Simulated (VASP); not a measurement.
# SnO2 (P6_3/mmc) in VASP: further runs

The runs below take SnO2 through single point, with r2SCAN.

All numbers are computed with VASP 6.6.1; they aren't measurements. Logs are shortened: lines on timing, memory, paths and dates and some standing lists are left out, and cuts for length are marked.

### 1 The cell of the first run

It takes space group P6_3/mmc (No. 194, hexagonal). The conventional cell has a = 3.231 Å, b = 3.231 Å, c = 10.791 Å, α = 90.00°, β = 90.00°, γ = 120.00°. Within 2.8 Å of Sn (site symmetry -3m) lie 6 O at 2.12 Å. Within 2.8 Å of O (site symmetry 3m) lie 3 Sn at 2.12 Å and 3 O at 2.76 Å.

### 2 Single point, r2SCAN

Contents of POSCAR:

```
SnO2
1.0
    3.2305760000      0.0000000000      0.0000000000
   -1.6152880000      2.7977610000      0.0000000000
    0.0000000000      0.0000000000     10.7905620000
Sn O
2 4
Direct
    0.0000000000      0.0000000000      0.5000000000
    0.0000000000      0.0000000000      0.0000000000
    0.6666666667      0.3333333333      0.4058620000
    0.6666666667      0.3333333333      0.0941380000
    0.3333333333      0.6666666667      0.5941380000
    0.3333333333      0.6666666667      0.9058620000
```

Contents of INCAR.step1:

```
PREC = Accurate
ENCUT = 520
ISMEAR = 0
SIGMA = 0.01
LREAL = F
LASPH = T
NELM = 100
NBANDS = 35
GGA = PE
ALGO = Normal
EDIFF = 1E-4
LWAVE = T
LCHARG = F
```

Contents of INCAR.step2:

```
PREC = Accurate
ENCUT = 520
EDIFF = 1E-7
ISMEAR = 0
SIGMA = 0.01
LREAL = F
LASPH = T
NELM = 100
ALGO = Normal
ISIF = 2
LWAVE = F
LCHARG = F
METAGGA = R2SCAN
LMIXTAU = T
NBANDS = 35
ISTART = 1
```

Contents of KPOINTS:

```
regular mesh
0
Gamma
  3 3 1
```

Potentials or basis: VASP PAW PBE potentials, release 64 (Sn_d, O).

Started as:

```console
$ cat potpaw_PBE.64/Sn_d/POTCAR potpaw_PBE.64/O/POTCAR > POTCAR
$ cp INCAR.step1 INCAR
$ mpirun -np 1 vasp_std > vasp.out
$ cp INCAR.step2 INCAR
$ mpirun -np 1 vasp_std > vasp.out
```

OUTCAR:

```text
PREC = Accurate
   ENCUT = 520
   EDIFF = 1E-7
   ISMEAR = 0
   LREAL = F
   LASPH = T
   NELM = 100
   ISIF = 2
   METAGGA = R2SCAN
   ISTART = 1

 ion  position               nearest neighbor table
   1  0.000  0.000  0.500-   3 2.12   5 2.12   3 2.12   5 2.12   3 2.12   5 2.12
   2  0.000  0.000  0.000-   4 2.12   6 2.12   4 2.12   6 2.12   4 2.12   6 2.12
   3  0.667  0.333  0.406-   1 2.12   1 2.12   1 2.12
   4  0.667  0.333  0.094-   2 2.12   2 2.12   2 2.12
   5  0.333  0.667  0.594-   1 2.12   1 2.12   1 2.12
   6  0.333  0.667  0.906-   2 2.12   2 2.12   2 2.12

  LATTYP: Found a hexagonal cell.
 ALAT       =     3.2305760000
 C/A-ratio  =     3.3401356291

  Lattice vectors:

 A1 = (   3.2305760000,   0.0000000000,   0.0000000000)
 A2 = (  -1.6152880000,   2.7977610000,   0.0000000000)
 A3 = (   0.0000000000,   0.0000000000,  10.7905620000)

Analysis of symmetry for initial positions (statically):
=====================================================================
 Subroutine PRICEL returns:
 Original cell was already a primitive cell.

 Routine SETGRP: Setting up the symmetry group for a
 hexagonal supercell.

 Subroutine GETGRP returns: Found 24 space group operations
 (whereof 12 operations were pure point group operations)
 out of a pool of 24 trial point group operations.

The static configuration has the point symmetry D_3d.
 The point group associated with its full space group is D_6h.

Analysis of symmetry for dynamics (positions and initial velocities):
=====================================================================
 Subroutine PRICEL returns:
 Original cell was already a primitive cell.

 Routine SETGRP: Setting up the symmetry group for a
 hexagonal supercell.

 Subroutine GETGRP returns: Found 24 space group operations
 (whereof 12 operations were pure point group operations)
 out of a pool of 24 trial point group operations.

The dynamic configuration has the point symmetry D_3d.
 The point group associated with its full space group is D_6h.

 Subroutine INISYM returns: Found 24 space group operations
 (whereof 12 operations are pure point group operations),
 and found     1 'primitive' translations

----------------------------------------------------------------------------------------

                                     Primitive cell

  volume of cell :      97.5292

  direct lattice vectors                    reciprocal lattice vectors
     3.230576000  0.000000000  0.000000000     0.309542323  0.178714336  0.000000000
    -1.615288000  2.797761000  0.000000000     0.000000000  0.357428672  0.000000000
     0.000000000  0.000000000 10.790562000     0.000000000  0.000000000  0.092673579

  length of vectors
     3.230576000  3.230576100 10.790562000     0.357428683  0.357428672  0.092673579

  position of ions in fractional coordinates (direct lattice)
     0.000000000  0.000000000  0.500000000
     0.000000000  0.000000000  0.000000000
     0.666666667  0.333333333  0.405862000
     0.666666667  0.333333333  0.094138000
     0.333333333  0.666666667  0.594138000
     0.333333333  0.666666667  0.905862000

  ion indices of the primitive-cell ions
   primitive index   ion index
                 1           1
                 2           2
                 3           3
                 4           4
                 5           5
                 6           6

----------------------------------------------------------------------------------------

 KPOINTS: regular mesh

Automatic generation of k-mesh.
 Grid dimensions read from file:
 generate k-points for:    3    3    1

 Generating k-lattice:

  Cartesian coordinates                     Fractional coordinates (reciprocal lattice)
     0.103180774  0.059571445  0.000000000     0.333333333 -0.000000000  0.000000000
     0.000000000  0.119142891  0.000000000     0.000000000  0.333333333  0.000000000
     0.000000000  0.000000000  0.092673579     0.000000000  0.000000000  1.000000000

  Length of vectors
     0.119142894  0.119142891  0.092673579

  Shift w.r.t. Gamma in fractional coordinates (k-lattice)
     0.000000000  0.000000000  0.000000000

 Subroutine IBZKPT returns following result:
 ===========================================

 Found      3 irreducible k-points:

 Following reciprocal coordinates:
            Coordinates               Weight
  0.000000  0.000000  0.000000      1.000000
  0.333333  0.000000  0.000000      6.000000
  0.333333  0.333333  0.000000      2.000000
   k-points           NKPTS =      3   k-points in BZ     NKDIM =      3   number of bands    NBANDS=     35
   number of dos      NEDOS =    301   number of ions     NIONS =      6
   total plane-waves  NPLWV =  46080
   dimension x,y,z NGX =    24 NGY =   24 NGZ =   80
   dimension x,y,z NGXF=    48 NGYF=   48 NGZF=  160
   ions per type =               2   4
   NGX,Y,Z   is equivalent  to a cutoff of  12.35, 12.35, 12.33 a.u.
   NGXF,Y,Z  is equivalent  to a cutoff of  24.70, 24.70, 24.65 a.u.
 SYSTEM =  unknown system
   PREC   = accura    normal or accurate (medium, high low for compatibility)
   ISTART =      1    job   : 0-new  1-cont  2-samecut
   ICHARG =      0    charge: 1-file 2-atom 10-const
   ISPIN  =      1    spin polarized calculation?
   LNONCOLLINEAR =      F non collinear calculations
   LSORBIT =      F    spin-orbit coupling
   LASPH  =      T    aspherical Exc in radial PAW
   ENCUT  =  520.0 eV  38.22 Ry    6.18 a.u.   6.01  6.01 20.06*2*pi/ulx,y,z
   NELM   =    100;   NELMIN=  2; NELMDL=  0     # of ELM steps
   EDIFF  = 0.1E-06   stopping-criterion for ELM
   LREAL  =      F    real-space projection
   EDIFFG = 0.1E-05   stopping-criterion for IOM
   NSW    =      0    number of steps for IOM
   IBRION =     -1    ionic relax: 0-MD 1-quasi-New 2-CG
   NFREE  =      0    steps in history (QN), initial steepest desc. (CG)
   ISIF   =      2    stress and relaxation
   ISYM   =      2    0-nonsym 1-usesym 2-fastsym
   POTIM  = 0.5000    time-step for ionic-motion
   TEBEG  =    0.0;   TEEND  =   0.0 temperature during run
   PSTRESS=    0.0 pullay stress
   NELECT =      52.0000    total number of electrons
   NUPDOWN=      -1.0000    fix difference up-down
   EMIN   =  10.00;   EMAX   =-10.00  energy-range for DOS
   EFERMI =   0.00;   METHOD = LEGACY
   ISMEAR =     0;   SIGMA  =   0.01  broadening in eV -4-tet -1-fermi 0-gaus
   EFERMI_NEDOS =   21; number of points for ismear=-14 and -15
   IALGO  =     38    algorithm
   IMIX   =      4    mixing-type and parameters
     AMIX     =   0.40;   BMIX     =  1.00
     AMIX_MAG =   1.60;   BMIX_MAG =  1.00
  volume/ion in A,a.u.               =      16.25       109.69
  Fermi-wavevector in a.u.,A,eV,Ry     =   1.327489  2.508591 23.976569  1.762228
  Thomas-Fermi vector in A             =   2.456798
   LORBIT       =      0    0 simple, 1 ext, 2 COOP (PROOUT), +10 PAW based schemes
   METAGGA = R2SCAN    functional components
   LHFCALC =     F    Hartree Fock is set to
   AEXX    =    0.0000 exact exchange contribution
   IVDW    =     0    specifies the selected vdW correction
   LEPSILON=     F    determine dielectric tensor
   LRPA    =     F    only Hartree local field effects (RPA)
 non-spin polarized calculation
 Gauss-broadening in eV      SIGMA  =   0.01
  energy-cutoff  :      520.00
  volume of cell :       97.53
 maximum number of plane-waves:      2670
   NGX = 13   NGY = 13   NGZ = 41

 number of electron      51.9999995 magnetization

 Free energy of the ion-electron system (eV)
  ---------------------------------------------------
  ext. energy  EPLUGINS =         0.00000000
  ---------------------------------------------------
  free energy    TOTEN  =       -82.95669152 eV

  energy without entropy =      -82.95669152  energy(sigma->0) =      -82.95669152

 E-fermi :   1.7025     XC(G=0):  -9.7991

 val. band max:        1.6291989980   @ k =   0.3333   0.0000   0.0000
 cond. band min:       4.2969239867   @ k =   0.0000   0.0000   0.0000
 fundamental gap:      2.6677249887
 Fermi energy:         1.7025284026

 k-point     1 :       0.0000    0.0000    0.0000
  band No.  band energies     occupation
      1     -18.9142      2.00000
      2     -18.9129      2.00000
      3     -18.6734      2.00000
      4     -18.6734      2.00000
      5     -18.6733      2.00000
      6     -18.6733      2.00000
[... 27 lines left out ...]
     34      13.7224      0.00000
     35      13.7797      0.00000

 k-point     2 :       0.3333    0.0000    0.0000
  band No.  band energies     occupation
      1     -19.4006      2.00000
      2     -19.3977      2.00000
      3     -18.6114      2.00000
      4     -18.6110      2.00000
      5     -18.5856      2.00000
      6     -18.5855      2.00000
[... 27 lines left out ...]
     34      14.2580      0.00000
     35      14.6825      0.00000

 k-point     3 :       0.3333    0.3333    0.0000
  band No.  band energies     occupation
      1     -19.1979      2.00000
      2     -19.1979      2.00000
      3     -19.1953      2.00000
      4     -19.1952      2.00000
      5     -18.4777      2.00000
      6     -18.4777      2.00000
[... 27 lines left out ...]
     34      12.8244      0.00000
     35      13.8297      0.00000

------------------------ aborting loop because EDIFF is reached ----------------------------------------

  FORCE on cell =-STRESS in cart. coord.  units (eV):
  Direction    XX          YY          ZZ          XY          YZ          ZX
  --------------------------------------------------------------------------------------
  -------------------------------------------------------------------------------------
  Total       -3.4503242     -3.4503245     -2.3129791      0.0000000      0.0000000      0.0000000
  in kB      -56.6807836    -56.6807882    -37.9968554      0.0000000      0.0000000      0.0000000
  external PRESSURE =     -50.4528091 kB  Pullay stress =       0.0000000 kB

 VOLUME and BASIS-vectors are now :
 -----------------------------------------------------------------------------
  energy-cutoff  :      520.00
  volume of cell :       97.53
      direct lattice vectors                 reciprocal lattice vectors
     3.230576000  0.000000000  0.000000000     0.309542323  0.178714336  0.000000000
    -1.615288000  2.797761000  0.000000000     0.000000000  0.357428672  0.000000000
     0.000000000  0.000000000 10.790562000     0.000000000  0.000000000  0.092673579

 POSITION                                       TOTAL-FORCE (eV/Angst)
 -----------------------------------------------------------------------------------
      0.00000      0.00000      5.39528        -0.000000     -0.000000     -0.000000
      0.00000      0.00000      0.00000        -0.000000     -0.000000     -0.000000
      1.61529      0.93259      4.37948         0.000000     -0.000000      0.606669
      1.61529      0.93259      1.01580        -0.000000      0.000000     -0.606669
     -0.00000      1.86517      6.41108         0.000000      0.000000     -0.606669
     -0.00000      1.86517      9.77476        -0.000000     -0.000000      0.606669
 -----------------------------------------------------------------------------------
    total drift:                               -0.000000      0.000000      0.000000

  FREE ENERGIE OF THE ION-ELECTRON SYSTEM (eV)
  ---------------------------------------------------
  free  energy   TOTEN  =       -82.9566915245 eV

  energy  without entropy=      -82.9566915245  energy(sigma->0) =      -82.95669152
```

It took 49 s on 1 thread of Intel Xeon Platinum 8488C (Sapphire Rapids), shared host; peak memory 0.21 GiB.

Results:

```yaml
Free_energy: -82.9567 eV
Pressure: -5.0 GPa
Largest_force: 0.607 eV/Å
Band_gap_on_the_k_mesh: 2.67 eV (least direct gap 2.98 eV)
```

Forces on the atoms (eV/Å):
```
Sn   0.000  0.000  0.000
Sn   0.000  0.000  0.000
O    0.000  0.000  0.607
O    0.000  0.000 -0.607
O    0.000  0.000 -0.607
O    0.000  0.000  0.607
```

Stress tensor (GPa, compression positive):
```
-5.67  0.00  0.00
 0.00 -5.67  0.00
 0.00  0.00 -3.80
```

Caveat: the k points lie up to 0.75 Å⁻¹ apart; the PAW data sets were made with another functional, which shifts forces and pressure a little; spin-orbit coupling is left out, which moves the levels of the heavy elements. A k mesh can miss the band edges.

(Part 1 of 3 ends here.)
